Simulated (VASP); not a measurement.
# SnSe (Fm-3m) in VASP: notebook, part 2 of 2

VASP 6.6.1.

**3. Single point, PBE+D3(BJ)**

This run uses another cell than the first one: it holds 4 atoms, not 2.

Contents of INCAR:

```
PREC = Accurate
ENCUT = 520
EDIFF = 1E-6
ISMEAR = 0
SIGMA = 0.05
LREAL = F
LASPH = T
NELM = 80
ALGO = Normal
ISIF = 2
LWAVE = F
LCHARG = F
GGA = PE
IVDW = 12
NBANDS = 28
```

Contents of KPOINTS:

```
regular mesh
0
Gamma
  8 8 6
```

Contents of POSCAR:

```
SnSe
1.0
    0.0000000000     -2.9887688397     -2.9887688397
    0.0000000000      2.9887688397     -2.9887688397
    5.9775376794      0.0000000000      0.0000000000
Sn Se
2 2
Direct
    0.5000000000      0.5000000000      0.5000000000
    0.0000000000      0.0000000000      0.0000000000
    0.5000000000      0.5000000000      0.0000000000
    0.0000000000      0.0000000000      0.5000000000
```

Potentials or basis: VASP PAW PBE potentials, release 64 (Sn_d, Se).

Launch:

```bash
$ cat potpaw_PBE.64/Sn_d/POTCAR potpaw_PBE.64/Se/POTCAR > POTCAR
$ mpirun -np 1 vasp_std > vasp.out
```

OUTCAR:

```text
PREC = Accurate
   ENCUT = 520
   EDIFF = 1E-6
   ISMEAR = 0
   LREAL = F
   LASPH = T
   NELM = 80
   ISIF = 2
   GGA = PE
   IVDW = 12
 IVDW          = 12

 ion  position               nearest neighbor table
   1  0.500  0.500  0.500-   3 2.99   4 2.99   3 2.99   4 2.99   4 2.99   4 2.99
   2  0.000  0.000  0.000-   3 2.99   4 2.99   4 2.99   3 2.99   3 2.99   3 2.99
   3  0.500  0.500  0.000-   1 2.99   2 2.99   1 2.99   2 2.99   2 2.99   2 2.99
   4  0.000  0.000  0.500-   1 2.99   2 2.99   2 2.99   1 2.99   1 2.99   1 2.99

  LATTYP: Found a simple tetragonal cell.
 ALAT       =     4.2267574279
 C/A-ratio  =     1.4142135624

  Lattice vectors:

 A1 = (   0.0000000000,  -2.9887688397,  -2.9887688397)
 A2 = (   0.0000000000,   2.9887688397,  -2.9887688397)
 A3 = (   5.9775376794,   0.0000000000,   0.0000000000)

Analysis of symmetry for initial positions (statically):
=====================================================================
 Subroutine PRICEL returns following result:

  LATTYP: Found a face centered cubic cell.
 ALAT       =     5.9775376794

  Lattice vectors:

 A1 = (  -2.9887688397,   0.0000000000,   2.9887688397)
 A2 = (  -2.9887688397,  -2.9887688397,   0.0000000000)
 A3 = (  -0.0000000000,  -2.9887688397,   2.9887688397)

   2 primitive cells build up your supercell.

 Routine SETGRP: Setting up the symmetry group for a
 simple tetragonal supercell.

 Subroutine GETGRP returns: Found 16 space group operations
 (whereof 16 operations were pure point group operations)
 out of a pool of 16 trial point group operations.

The static configuration has the point symmetry D_4h.

Analysis of symmetry for dynamics (positions and initial velocities):
=====================================================================
 Subroutine PRICEL returns following result:

  LATTYP: Found a face centered cubic cell.
 ALAT       =     5.9775376794

  Lattice vectors:

 A1 = (  -2.9887688397,   0.0000000000,   2.9887688397)
 A2 = (  -2.9887688397,  -2.9887688397,   0.0000000000)
 A3 = (  -0.0000000000,  -2.9887688397,   2.9887688397)

   2 primitive cells build up your supercell.

 Routine SETGRP: Setting up the symmetry group for a
 simple tetragonal supercell.

 Subroutine GETGRP returns: Found 16 space group operations
 (whereof 16 operations were pure point group operations)
 out of a pool of 16 trial point group operations.

The dynamic configuration has the point symmetry D_4h.

 Subroutine INISYM returns: Found 16 space group operations
 (whereof 16 operations are pure point group operations),
 and found     2 'primitive' translations

----------------------------------------------------------------------------------------

                                     Primitive cell

  volume of cell :      53.3958

  direct lattice vectors                    reciprocal lattice vectors
    -2.988768840  0.000000000  2.988768840    -0.167292965  0.167292965  0.167292965
    -2.988768840 -2.988768840  0.000000000    -0.167292965 -0.167292965 -0.167292965
    -0.000000000 -2.988768840  2.988768840     0.167292965 -0.167292965  0.167292965
[... 33 lines left out ...]

 Subroutine IBZKPT returns following result:
 ===========================================

 Found     60 irreducible k-points:

 Following reciprocal coordinates:
            Coordinates               Weight
  0.000000  0.000000  0.000000      1.000000
  0.125000  0.000000  0.000000      4.000000
  0.250000  0.000000  0.000000      4.000000
  0.375000  0.000000  0.000000      4.000000
  0.500000  0.000000  0.000000      2.000000
  0.125000  0.125000  0.000000      4.000000
[... 16 lines left out ...]
  0.375000  0.125000  0.166667     16.000000
  0.500000  0.125000  0.166667      8.000000
 [... further k-points ...]
   k-points           NKPTS =     60   k-points in BZ     NKDIM =     60   number of bands    NBANDS=     28
   number of dos      NEDOS =    301   number of ions     NIONS =      4
   total plane-waves  NPLWV =  49152
   dimension x,y,z NGX =    32 NGY =   32 NGZ =   48
   dimension x,y,z NGXF=    64 NGYF=   64 NGZF=   96
   ions per type =               2   2
   NGX,Y,Z   is equivalent  to a cutoff of  12.59, 12.59, 13.35 a.u.
   NGXF,Y,Z  is equivalent  to a cutoff of  25.17, 25.17, 26.70 a.u.
 SYSTEM =  unknown system
   PREC   = accura    normal or accurate (medium, high low for compatibility)
   ISTART =      0    job   : 0-new  1-cont  2-samecut
   ICHARG =      2    charge: 1-file 2-atom 10-const
   ISPIN  =      1    spin polarized calculation?
   LNONCOLLINEAR =      F non collinear calculations
   LSORBIT =      F    spin-orbit coupling
   LASPH  =      T    aspherical Exc in radial PAW
   ENCUT  =  520.0 eV  38.22 Ry    6.18 a.u.   7.86  7.86 11.11*2*pi/ulx,y,z
   NELM   =     80;   NELMIN=  2; NELMDL= -5     # of ELM steps
   EDIFF  = 0.1E-05   stopping-criterion for ELM
   LREAL  =      F    real-space projection
   EDIFFG = 0.1E-04   stopping-criterion for IOM
   NSW    =      0    number of steps for IOM
   IBRION =     -1    ionic relax: 0-MD 1-quasi-New 2-CG
   NFREE  =      0    steps in history (QN), initial steepest desc. (CG)
   ISIF   =      2    stress and relaxation
   ISYM   =      2    0-nonsym 1-usesym 2-fastsym
   POTIM  = 0.5000    time-step for ionic-motion
   TEBEG  =    0.0;   TEEND  =   0.0 temperature during run
   PSTRESS=    0.0 pullay stress
   NELECT =      40.0000    total number of electrons
   NUPDOWN=      -1.0000    fix difference up-down
   EMIN   =  10.00;   EMAX   =-10.00  energy-range for DOS
   EFERMI =   0.00;   METHOD = LEGACY
   ISMEAR =     0;   SIGMA  =   0.05  broadening in eV -4-tet -1-fermi 0-gaus
   EFERMI_NEDOS =   21; number of points for ismear=-14 and -15
   IALGO  =     38    algorithm
   IMIX   =      4    mixing-type and parameters
     AMIX     =   0.40;   BMIX     =  1.00
     AMIX_MAG =   1.60;   BMIX_MAG =  1.00
  volume/ion in A,a.u.               =      26.70       180.17
  Fermi-wavevector in a.u.,A,eV,Ry     =   1.180092  2.230050 18.947704  1.392617
  Thomas-Fermi vector in A             =   2.316391
   LORBIT       =      0    0 simple, 1 ext, 2 COOP (PROOUT), +10 PAW based schemes
   GGA     = PE    functional components
   LHFCALC =     F    Hartree Fock is set to
   AEXX    =    0.0000 exact exchange contribution
   IVDW    =    12    specifies the selected vdW correction
   LEPSILON=     F    determine dielectric tensor
   LRPA    =     F    only Hartree local field effects (RPA)
 non-spin polarized calculation
 Gauss-broadening in eV      SIGMA  =   0.05
  energy-cutoff  :      520.00
  volume of cell :      106.79
 maximum number of plane-waves:      2916
 NGX is ok and might be reduce to    32

 number of electron      40.0000004 magnetization

 Free energy of the ion-electron system (eV)
  ---------------------------------------------------
  ext. energy  EPLUGINS =         0.00000000
  ---------------------------------------------------
  free energy    TOTEN  =       -16.40569860 eV

  energy without entropy =      -16.40569860  energy(sigma->0) =      -16.40569860

 E-fermi :   6.0097     XC(G=0):  -9.6949

 val. band max:        5.8089714444   @ k =   0.5000   0.0000   0.5000
 cond. band min:       6.2083650540   @ k =   0.5000   0.0000   0.3333
 fundamental gap:      0.3993936097
 Fermi energy:         6.0097008002

 k-point     1 :       0.0000    0.0000    0.0000
  band No.  band energies     occupation
      1     -15.8034      2.00000
      2     -15.7796      2.00000
      3     -15.7730      2.00000
      4     -15.7730      2.00000
      5     -15.7725      2.00000
      6     -15.7717      2.00000
[... 733 lines left out ...]
     27      11.9885      0.00000
     28      11.9885      0.00000

 [... further k-points ...]

------------------------ aborting loop because EDIFF is reached ----------------------------------------

 Edisp (eV)   -1.44441

 E8    (eV) :    -0.6509

  FORCE on cell =-STRESS in cart. coord.  units (eV):
  Direction    XX          YY          ZZ          XY          YZ          ZX
  --------------------------------------------------------------------------------------
  -------------------------------------------------------------------------------------
  Total      -0.02976    -0.04996    -0.04996     0.00000     0.00000     0.00000
  in kB      -0.44647    -0.74960    -0.74960     0.00000     0.00000     0.00000
  external pressure =       -0.65 kB  Pullay stress =        0.00 kB

 VOLUME and BASIS-vectors are now :
 -----------------------------------------------------------------------------
  energy-cutoff  :      520.00
  volume of cell :      106.79
      direct lattice vectors                 reciprocal lattice vectors
     0.000000000 -2.988768840 -2.988768840     0.000000000 -0.167292965 -0.167292965
     0.000000000  2.988768840 -2.988768840     0.000000000  0.167292965 -0.167292965
     5.977537679  0.000000000  0.000000000     0.167292965  0.000000000  0.000000000

 POSITION                                       TOTAL-FORCE (eV/Angst)
 -----------------------------------------------------------------------------------
      2.98877      0.00000     -2.98877        -0.000000     -0.000000      0.000000
      0.00000      0.00000      0.00000         0.000000     -0.000000     -0.000000
      0.00000      0.00000     -2.98877         0.000000      0.000000     -0.000000
      2.98877      0.00000      0.00000         0.000000      0.000000     -0.000000
 -----------------------------------------------------------------------------------
    total drift:                               -0.000000      0.000000     -0.000000

  FREE ENERGIE OF THE ION-ELECTRON SYSTEM (eV)
  ---------------------------------------------------
  free  energy   TOTEN  =       -17.8501101828 eV

  energy  without entropy=      -17.8501101827  energy(sigma->0) =      -17.85011018
```

stdout:

```text
POSCAR found type information on POSCAR SnSe
 POSCAR found :  2 types and       4 ions
 scaLAPACK will be used
 LDA part: xc-table for (Slater+PW92), standard interpolation
 POSCAR, INCAR and KPOINTS ok, starting setup
 FFT: planning ... GRIDC
 FFT: planning ... GRID_SOFT
 FFT: planning ... GRID
 WAVECAR not read
 entering main loop
```

Wall time 96 s (1 thread of Intel Xeon Platinum 8259CL at 2.50GHz (Skylake/Cascade Lake), shared host); peak memory 0.31 GiB.

Results:

| Property | Result |
| --- | --- |
| Free energy | -17.8501 eV |
| Pressure | -0.1 GPa |
| Band gap on the k mesh | 0.40 eV |
| Dispersion energy per atom | -0.361 eV |

Caveat: semilocal functionals underestimate gaps, and a narrow one can read as zero; spin-orbit coupling is left out, which moves the levels of the heavy elements.

**4. Single point, PBE+D3(BJ)**

This run uses another cell than the first one: it holds 8 atoms, not 2.

Contents of INCAR:

```
PREC = Accurate ; ENCUT = 520
EDIFF = 1E-7 ; ISMEAR = 0
SIGMA = 0.05 ; LREAL = False
LASPH = True ; NELM = 100
ALGO = Normal ; ISIF = 2
LWAVE = False ; LCHARG = True
GGA = PE ; IVDW = 12
LELF = True ; LVHAR = True
NBANDS = 50
```

Contents of KPOINTS:

```
Automatic mesh
0
Gamma
  6 6 6
```

Contents of POSCAR:

```
SnSe
1.0
    5.9775376794      0.0000000000      0.0000000000
    0.0000000000     -5.9775376794      0.0000000000
    0.0000000000      0.0000000000     -5.9775376794
Sn Se
4 4
Direct
    0.0000000000      0.0000000000      0.0000000000
    0.5000000000      0.5000000000      0.0000000000
    0.5000000000      0.0000000000      0.5000000000
    0.0000000000      0.5000000000      0.5000000000
    0.5000000000      0.0000000000      0.0000000000
    0.0000000000      0.5000000000      0.0000000000
    0.0000000000      0.0000000000      0.5000000000
    0.5000000000      0.5000000000      0.5000000000
```

Launch:

```bash
$ cat potpaw_PBE.64/Sn_d/POTCAR potpaw_PBE.64/Se/POTCAR > POTCAR
$ mpirun -np 1 vasp_std > vasp.out
```

Run time: 3.3 min. Hardware: 1 thread of Intel Xeon Platinum 8259CL at 2.50GHz (Skylake/Cascade Lake), shared host; peak memory 0.43 GiB.

The run converged. Its results:

- Free energy: -35.6908 eV
- Pressure: 0.0 GPa
- Band gap on the k mesh: 0.40 eV
- Dispersion energy per atom: -0.361 eV

Levels at points of the mesh, in eV from the valence-band top:
```
           k point  band 38  band 39  band 40  band 41  band 42  band 43
(0.00, 0.00, 0.00)    -2.23    -2.23    -2.23     2.97     2.97     2.97
(0.50, 0.00, 0.00)    -1.69    -0.78    -0.78     1.53     1.53     2.19
(0.50, 0.50, 0.00)    -0.57    -0.57    -0.57     1.26     1.26     1.26
(0.50, 0.50, 0.50)     0.00     0.00     0.00     0.68     0.68     0.68
```

Caveat: semilocal functionals underestimate gaps, and a narrow one can read as zero; spin-orbit coupling is left out, which moves the levels of the heavy elements.

**5. Summary**

```csv
cell,k mesh,gap on the mesh (eV),pressure (GPa)
"a = 4.227 Å, angles 60.0°, 2 atoms, atomic positions A",10 × 10 × 10,0.52,0.0
"a = 4.227, b = 4.227, c = 5.978 Å, 4 atoms, atomic positions B",8 × 8 × 6,0.40,-0.1
"a = 5.978 Å, 8 atoms, atomic positions C",6 × 6 × 6,0.40,0.0
```

Alike in all rows: task single point; level PBE+D3(BJ); potentials or basis VASP PAW PBE potentials, release 64 (Sn_d, Se); no spin polarisation; cutoff (eV) 520; smearing gaussian 0.05 eV.

Caveats: semilocal functionals underestimate gaps, and a narrow one can read as zero; spin-orbit coupling is left out, which moves the levels of the heavy elements.

Absolute energies hang on the potentials; compare differences alone.
